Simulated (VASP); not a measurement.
Runs of VASP 6.6.1 on Sb. The structure is that of space group R-3m (No. 166), or close to it. The cells are those of the table. 

| task | cell | k mesh | cutoff (eV) | smearing | gap on the mesh (eV) | pressure (GPa) | largest force (eV/Å) |
| --- | --- | --- | --- | --- | --- | --- | --- |
| relaxation of cell and atoms | relaxed to 6.4 GPa from a = 4.507 Å, angles 57.1°, 2 atoms | 6 × 6 × 6 | 600 | gaussian 0.1 eV | none | 6.4 | 0.01 |
| single point | a = 4.298 Å, angles 58.3°, 2 atoms | 6 × 6 × 6 | 520 | gaussian 0.1 eV | none | 6.7 | (a) |
| relaxation of cell and atoms | relaxed to 6.4 GPa from a = 4.298 Å, angles 58.3°, 2 atoms | 12 × 12 × 12 | 600 | fermi-dirac 0.1 eV | none | 6.4 | - |
| relaxation of cell and atoms | relaxed to 6.4 GPa from a = 4.298 Å, angles 58.3°, 2 atoms | 6 × 6 × 6 | 600 | gaussian 0.1 eV | none | 6.3 | 0.03 |

Alike in all rows: level PBEsol; potentials or basis VASP PAW PBE potentials, release 64 (Sb); no spin polarisation.

**Question.** Estimate the missing entries.

**Answer.** (a) 0.09.

Caveats: the PAW data sets were made with another functional, which shifts forces and pressure a little; spin-orbit coupling is left out, which moves the levels of the heavy elements; the cell is relaxed towards a set pressure, so the enthalpy falls and the energy may rise (some runs); the relaxation stopped at a loose force limit of 0.05 eV/Å, so its end isn't a converged minimum (some runs).

A k mesh can miss the band edges, and the runs leave out spin-orbit coupling on Sb.

A gap of «none» marks levels without a gap at the run's occupations.
